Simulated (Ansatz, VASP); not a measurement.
## Au: VASP beside Ansatz

```xyz
2
Lattice="1.4183 -2.5058 0.0000 1.4183 2.5058 0.0000 0.0000 0.0000 4.7928" Properties=species:S:1:pos:R:3 pbc="T T T"
Au    1.4183   -0.8221    3.5946
Au    1.4183    0.8221    1.1982
```

Alike in both runs: functional PBEsol; k mesh 22 × 22 × 12; occupations gaussian, width 0.1 eV; no spin polarisation.

Ansatz relaxed the structure, and its values are those at the end. VASP's run is a single point on that final structure, the one shown.

|  | VASP | Ansatz |
| --- | --- | --- |
| version | VASP 6.6.1 | Ansatz 0.2.0 |
| potentials or method | VASP PAW PBE potentials, release 64 (Au), cutoff 520 eV | scalar-relativistic, plane waves, PAW |
| valence electrons in the cell | 22 | 38 |

|  | VASP | Ansatz | Ansatz less VASP |
| --- | --- | --- | --- |
| gap on the k mesh at the Fermi level (eV) | none | none | - |
| pressure (GPa) | -0.3 | 0.0 | +0.28 |

VASP's potentials were made for PBE, not for PBEsol. A gap of «none» marks a metal or a gap that the smearing closes. VASP's potentials hold 22 valence electrons a cell and Ansatz's 38, so a difference there can come from the potentials and not from the codes.

Spin-orbit coupling is off throughout.
